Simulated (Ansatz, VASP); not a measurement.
# InSb in VASP and in Ansatz

INCAR

```
SYSTEM = InSb
  ALGO = Normal
  EDIFF = 1E-6
  EDIFFG = -0.01
  ENCUT = 600
  GGA = PE
  IBRION = 2
  ISIF = 3
  ISMEAR = -1
  LASPH = .TRUE.
  LCHARG = .FALSE.
  LREAL = .FALSE.
  LWAVE = .FALSE.
  NELM = 100
  NSW = 80
  PREC = Accurate
  SIGMA = 0.1
```

KPOINTS

```
k-points
0
G
  9 9 9
  0 0 0
```

POSCAR

```
InSb
1.0
    0.0000000000      3.2391000000      3.2391000000
    3.2391000000      0.0000000000      3.2391000000
    3.2391000000      3.2391000000      0.0000000000
In Sb
1 1
Direct
    0.0000000000      0.0000000000      0.0000000000
    0.2500000000      0.2500000000      0.2500000000
```

Input for Ansatz:

```yaml
crystal:
  lattice:
    - [0.0, 3.2391, 3.2391]
    - [3.2391, 0.0, 3.2391]
    - [3.2391, 3.2391, 0.0]
  atoms:
    - { symbol: In, position: [0.0, 0.0, 0.0] }
    - { symbol: Sb, position: [0.25, 0.25, 0.25] }
  symmetry: { tolerance: 0.0003 }
hamiltonian:
  xc: pbe
  pseudopotentials: { kind: paw, azcp: { folder: soft_1 } }
basis:
  ecutwfc: 420
magnetization:
  spin_polarized: false
scf:
  occupations: { method: fermi_dirac, width: 0.1 }
kpoints:
  mp_grid: { grid: [9, 9, 9], shift: [0, 0, 0] }
output:
  forces: true
  stress: true
  eigenvalues: true
relax:
  max_steps: 60
  cell: {}
```

Alike in both runs: task relaxation of cell and atoms; functional PBE; k mesh 9 × 9 × 9; occupations fermi-dirac, width 0.1 eV; no spin polarisation.

```csv
,VASP,Ansatz
version,VASP 6.6.1,Ansatz 0.2.0
potentials or method,"VASP PAW PBE potentials, release 64 (In_d, Sb), cutoff 600 eV",PAW plane waves
valence electrons in the cell,18,28
```

Ansatz gave:

| Item | Value |
| --- | --- |
| gap on the k mesh at the Fermi level, each at its own relaxed structure (eV) | none |
| relaxed volume (Å³/atom) | 36.52 |
| relaxed cell length with the largest relative difference (Å) | 4.692 |

Question: Which values does VASP return?

Answer: gap on the k mesh at the Fermi level, each at its own relaxed structure (eV): none; relaxed volume (Å³/atom): 36.50; relaxed cell length with the largest relative difference (Å): 4.691.

A gap of «none» marks a metal or a gap that the smearing closes. VASP's potentials hold 18 valence electrons a cell and Ansatz's 28, so a difference there can come from the potentials and not from the codes.

Neither program's run includes spin-orbit coupling.
